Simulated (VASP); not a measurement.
# PtSe2 in VASP: further runs

Runs on PtSe2. Level: PBE+D3(BJ). Tasks: single point.

All numbers are computed with VASP 6.6.1; they aren't measurements. Logs are shortened: lines on timing, memory, paths and dates and some standing lists are left out, and cuts for length are marked.

## 1. The cell of the first run

The cell holds a slab with vacuum, 6 atoms: a = 3.707 Å, b = 3.707 Å, c = 22.798 Å, α = 90.00°, β = 90.00°, γ = 120.00°.

## 2. Single point, PBE+D3(BJ) (layers slid over each other)

The input, INCAR:

```
  PREC = Accurate
  ENCUT = 520
  EDIFF = 1E-6
  ISMEAR = 0
  SIGMA = 0.05
  LREAL = False
  LASPH = True
  NELM = 100
  ALGO = Normal
  ISIF = 2
  LWAVE = False
  LCHARG = True
  LDIPOL = True
  IDIPOL = 3
  DIPOL = 0.5 0.5 0.386
  GGA = PE
  IVDW = 12
  LELF = True
  LVHAR = True
  LVACPOTAV = True
  NBANDS = 31
```

The input, KPOINTS:

```
regular mesh
0
Gamma
  9 9 1
```

The input, POSCAR:

```
PtSe2
1.0
    3.7070358307      0.0000000000      0.0000000000
   -1.8535179153      3.2103872021      0.0000000000
    0.0000000000      0.0000000000     22.7981611688
Se Pt
4 2
Direct
    0.6666666667      0.3333333333      0.1973843402
    0.3333333333      0.6666666667      0.3135814565
    0.3333333333      1.1666666667      0.4587686045
    0.0000000000      1.5000000000      0.5749657208
    0.0000000000      0.0000000000      0.2554828983
   -0.3333333333      0.8333333333      0.5168671626
```

Potentials or basis: VASP PAW PBE potentials, release 64 (Se, Pt).

Launch:

```bash
cat potpaw_PBE.64/Se/POTCAR potpaw_PBE.64/Pt/POTCAR > POTCAR
mpirun -np 1 vasp_std > vasp.out
```

OUTCAR:

```text
PREC = Accurate
   ENCUT = 520
   EDIFF = 1E-6
   ISMEAR = 0
   LREAL = False
   LASPH = True
   NELM = 100
   ISIF = 2
   GGA = PE
   IVDW = 12
 IVDW          = 12

 ion  position               nearest neighbor table
   1  0.667  0.333  0.197-   5 2.52   5 2.52   5 2.52
   2  0.333  0.667  0.314-   5 2.52   5 2.52   5 2.52
   3  0.333  0.167  0.459-   6 2.52   6 2.52   6 2.52
   4  0.000  0.500  0.575-   6 2.52   6 2.52   6 2.52
   5  0.000  0.000  0.255-   1 2.52   1 2.52   1 2.52   2 2.52   2 2.52   2 2.52
   6  0.667  0.833  0.517-   3 2.52   3 2.52   3 2.52   4 2.52   4 2.52   4 2.52

  LATTYP: Found a hexagonal cell.
 ALAT       =     3.7070358307
 C/A-ratio  =     6.1499705452

  Lattice vectors:

 A1 = (   3.7070358307,   0.0000000000,   0.0000000000)
 A2 = (  -1.8535179153,   3.2103872021,   0.0000000000)
 A3 = (   0.0000000000,   0.0000000000,  22.7981611688)

Analysis of symmetry for initial positions (statically):
=====================================================================
 Subroutine PRICEL returns:
 Original cell was already a primitive cell.

 Routine SETGRP: Setting up the symmetry group for a
 hexagonal supercell.

 Subroutine GETGRP returns: Found  4 space group operations
 (whereof  2 operations were pure point group operations)
 out of a pool of 24 trial point group operations.

The static configuration has the point symmetry C_1h.
 The point group associated with its full space group is C_2h.

Analysis of symmetry for dynamics (positions and initial velocities):
=====================================================================
 Subroutine PRICEL returns:
 Original cell was already a primitive cell.

 Routine SETGRP: Setting up the symmetry group for a
 hexagonal supercell.

 Subroutine GETGRP returns: Found  4 space group operations
 (whereof  2 operations were pure point group operations)
 out of a pool of 24 trial point group operations.

The dynamic configuration has the point symmetry C_1h.
 The point group associated with its full space group is C_2h.

 Subroutine INISYM returns: Found  4 space group operations
 (whereof  2 operations are pure point group operations),
 and found     1 'primitive' translations

----------------------------------------------------------------------------------------

                                     Primitive cell

  volume of cell :     271.3214

  direct lattice vectors                    reciprocal lattice vectors
     3.707035831  0.000000000  0.000000000     0.269757306  0.155744453  0.000000000
    -1.853517915  3.210387202  0.000000000     0.000000000  0.311488907  0.000000000
     0.000000000  0.000000000 22.798161169     0.000000000  0.000000000  0.043863187

  length of vectors
     3.707035831  3.707035831 22.798161169     0.311488907  0.311488907  0.043863187

  position of ions in fractional coordinates (direct lattice)
     0.666666667  0.333333333  0.197384340
     0.333333333  0.666666667  0.313581457
     0.333333333  0.166666667  0.458768605
     0.000000000  0.500000000  0.574965721
     0.000000000  0.000000000  0.255482898
     0.666666667  0.833333333  0.516867163

  ion indices of the primitive-cell ions
   primitive index   ion index
                 1           1
                 2           2
                 3           3
                 4           4
                 5           5
                 6           6

----------------------------------------------------------------------------------------

 KPOINTS: regular mesh

Automatic generation of k-mesh.
 Grid dimensions read from file:
 generate k-points for:    9    9    1

 Generating k-lattice:

  Cartesian coordinates                     Fractional coordinates (reciprocal lattice)
     0.029973034  0.017304939  0.000000000     0.111111111  0.000000000  0.000000000
     0.000000000  0.034609879  0.000000000     0.000000000  0.111111111  0.000000000
     0.000000000  0.000000000  0.043863187     0.000000000  0.000000000  1.000000000

  Length of vectors
     0.034609879  0.034609879  0.043863187

  Shift w.r.t. Gamma in fractional coordinates (k-lattice)
     0.000000000  0.000000000  0.000000000

 Subroutine IBZKPT returns following result:
 ===========================================

 Found     25 irreducible k-points:

 Following reciprocal coordinates:
            Coordinates               Weight
  0.000000  0.000000  0.000000      1.000000
  0.111111  0.000000  0.000000      2.000000
  0.000000  0.111111  0.000000      4.000000
  0.222222 -0.000000  0.000000      2.000000
  0.000000  0.222222  0.000000      4.000000
  0.333333  0.000000  0.000000      2.000000
[... 16 lines left out ...]
 -0.222222 -0.444444  0.000000      4.000000
  0.444444  0.333333  0.000000      4.000000
   k-points           NKPTS =     25   k-points in BZ     NKDIM =     25   number of bands    NBANDS=     31
   number of dos      NEDOS =    301   number of ions     NIONS =      6
   total plane-waves  NPLWV = 141120
   dimension x,y,z NGX =    28 NGY =   28 NGZ =  180
   dimension x,y,z NGXF=    56 NGYF=   56 NGZF=  360
   ions per type =               4   2
   NGX,Y,Z   is equivalent  to a cutoff of  12.56, 12.56, 13.13 a.u.
   NGXF,Y,Z  is equivalent  to a cutoff of  25.11, 25.11, 26.25 a.u.
 SYSTEM =  unknown system
   PREC   = accura    normal or accurate (medium, high low for compatibility)
   ISTART =      0    job   : 0-new  1-cont  2-samecut
   ICHARG =      2    charge: 1-file 2-atom 10-const
   ISPIN  =      1    spin polarized calculation?
   LNONCOLLINEAR =      F non collinear calculations
   LSORBIT =      F    spin-orbit coupling
   LASPH  =      T    aspherical Exc in radial PAW
   ENCUT  =  520.0 eV  38.22 Ry    6.18 a.u.   6.89  6.89 42.39*2*pi/ulx,y,z
   NELM   =    100;   NELMIN=  2; NELMDL= -5     # of ELM steps
   EDIFF  = 0.1E-05   stopping-criterion for ELM
   LREAL  =      F    real-space projection
   EDIFFG = 0.1E-04   stopping-criterion for IOM
   NSW    =      0    number of steps for IOM
   IBRION =     -1    ionic relax: 0-MD 1-quasi-New 2-CG
   NFREE  =      0    steps in history (QN), initial steepest desc. (CG)
   ISIF   =      2    stress and relaxation
   ISYM   =      2    0-nonsym 1-usesym 2-fastsym
   POTIM  = 0.5000    time-step for ionic-motion
   TEBEG  =    0.0;   TEEND  =   0.0 temperature during run
   PSTRESS=    0.0 pullay stress
   NELECT =      44.0000    total number of electrons
   NUPDOWN=      -1.0000    fix difference up-down
   EMIN   =  10.00;   EMAX   =-10.00  energy-range for DOS
   EFERMI =   0.00;   METHOD = LEGACY
   ISMEAR =     0;   SIGMA  =   0.05  broadening in eV -4-tet -1-fermi 0-gaus
   EFERMI_NEDOS =   21; number of points for ismear=-14 and -15
   IALGO  =     38    algorithm
   IMIX   =      4    mixing-type and parameters
     AMIX     =   0.40;   BMIX     =  1.00
     AMIX_MAG =   1.60;   BMIX_MAG =  1.00
  volume/ion in A,a.u.               =      45.22       305.16
  Fermi-wavevector in a.u.,A,eV,Ry     =   0.892752  1.687058 10.843938  0.797007
  Thomas-Fermi vector in A             =   2.014742
   LORBIT       =      0    0 simple, 1 ext, 2 COOP (PROOUT), +10 PAW based schemes
   GGA     = PE    functional components
   LHFCALC =     F    Hartree Fock is set to
   AEXX    =    0.0000 exact exchange contribution
   IVDW    =    12    specifies the selected vdW correction
   LEPSILON=     F    determine dielectric tensor
   LRPA    =     F    only Hartree local field effects (RPA)
 non-spin polarized calculation
 Gauss-broadening in eV      SIGMA  =   0.05
  energy-cutoff  :      520.00
  volume of cell :      271.32
 maximum number of plane-waves:      7334
   NGX = 13   NGY = 13   NGZ = 85

 dipolmoment           0.000000      0.000000      0.000000 electrons x Angstroem

 number of electron      44.0000001 magnetization

 dipolmoment           0.000000      0.000000     -0.000004 electrons x Angstroem

 Free energy of the ion-electron system (eV)
  ---------------------------------------------------
  ext. energy  EPLUGINS =         0.00000000
  ---------------------------------------------------
  free energy    TOTEN  =       -28.56199857 eV

  energy without entropy =      -28.56199857  energy(sigma->0) =      -28.56199857

 E-fermi :  -0.1521     XC(G=0):  -5.4857

 val. band max:       -0.3701370152   @ k =   0.1111   0.1111   0.0000
 cond. band min:       0.4978364380   @ k =   0.2222  -0.0000   0.0000
 fundamental gap:      0.8679734532
 Fermi energy:        -0.1521117399

 k-point     1 :       0.0000    0.0000    0.0000
  band No.  band energies     occupation
      1     -14.7761      2.00000
      2     -14.7019      2.00000
      3     -13.0476      2.00000
      4     -12.9031      2.00000
      5      -6.0516      2.00000
      6      -5.7837      2.00000
[... 23 lines left out ...]
     30       4.8106      0.00000
     31       4.9741      0.00000

 k-point     2 :       0.1111    0.0000    0.0000
  band No.  band energies     occupation
      1     -14.6441      2.00000
      2     -14.5694      2.00000
      3     -13.0490      2.00000
      4     -12.9128      2.00000
      5      -5.9527      2.00000
      6      -5.7974      2.00000
[... 23 lines left out ...]
     30       5.4799      0.00000
     31       5.6258      0.00000

 k-point     3 :       0.0000    0.1111    0.0000
  band No.  band energies     occupation
      1     -14.6433      2.00000
      2     -14.5700      2.00000
      3     -13.0473      2.00000
      4     -12.9145      2.00000
      5      -5.9545      2.00000
      6      -5.8001      2.00000
[... 703 lines left out ...]
     30       7.0741      0.00000
     31       7.2516      0.00000

 k-point    24 :       0.4444    0.3333    0.0000
  band No.  band energies     occupation
      1     -13.2169      2.00000
      2     -13.1701      2.00000
      3     -13.0753      2.00000
      4     -13.0482      2.00000
      5      -6.3135      2.00000
      6      -6.2741      2.00000
[... 23 lines left out ...]
     30       6.9283      0.00000
     31       7.4657      0.00000

 [... further k-points ...]

------------------------ aborting loop because EDIFF is reached ----------------------------------------

 Edisp (eV)   -2.10066

 E8    (eV) :    -0.9312

  FORCE on cell =-STRESS in cart. coord.  units (eV):
  Direction    XX          YY          ZZ          XY          YZ          ZX
  --------------------------------------------------------------------------------------
  -------------------------------------------------------------------------------------
  Total      -0.14266    -0.05736    -0.64833    -0.07387    -0.00080    -0.00138
  in kB      -0.84239    -0.33869    -3.82844    -0.43622    -0.00471    -0.00815
  external pressure =       -1.67 kB  Pullay stress =        0.00 kB

 VOLUME and BASIS-vectors are now :
 -----------------------------------------------------------------------------
  energy-cutoff  :      520.00
  volume of cell :      271.32
      direct lattice vectors                 reciprocal lattice vectors
     3.707035831  0.000000000  0.000000000     0.269757306  0.155744453  0.000000000
    -1.853517915  3.210387202  0.000000000     0.000000000  0.311488907  0.000000000
     0.000000000  0.000000000 22.798161169     0.000000000  0.000000000  0.043863187

 POSITION                                       TOTAL-FORCE (eV/Angst)
 -----------------------------------------------------------------------------------
      1.85352      1.07013      4.50000        -0.004348     -0.002511     -0.011110
     -0.00000      2.14026      7.14908        -0.013744     -0.007935      0.049279
      0.92676      0.53506     10.45908         0.013744      0.007935     -0.049279
     -0.92676      1.60519     13.10816         0.004348      0.002511      0.011110
      0.00000      0.00000      5.82454         0.014491      0.008366      0.089637
      0.92676      2.67532     11.78362        -0.014491     -0.008366     -0.089637
 -----------------------------------------------------------------------------------
    total drift:                               -0.000000      0.000000     -0.000107

  FREE ENERGIE OF THE ION-ELECTRON SYSTEM (eV)
  ---------------------------------------------------
  free  energy   TOTEN  =       -30.6626578391 eV

  energy  without entropy=      -30.6626578390  energy(sigma->0) =      -30.66265784

 vacuum level on the upper side and lower side of the slab         4.980         4.980
```

Run time: 3.7 min. Hardware: 1 thread of Intel Xeon Platinum 8559C (Emerald Rapids), shared host; peak memory 0.48 GiB.

What came out:

```
Free energy                : -30.6627 eV
Largest force              : 0.091 eV/Å
Band gap on the k mesh     : 0.87 eV (least direct gap 1.05 eV)
Dispersion energy per atom : -0.350 eV
```

Forces on the atoms (eV/Å):
```
Se  -0.004 -0.003 -0.011
Se  -0.014 -0.008  0.049
Se   0.014  0.008 -0.049
Se   0.004  0.003  0.011
Pt   0.014  0.008  0.090
Pt  -0.014 -0.008 -0.090
```

Caveat: the cell differs from its parent crystal (layers slid over each other); spin-orbit coupling is left out, which moves the levels of the heavy elements.

(Part 1 of 2 ends here.)
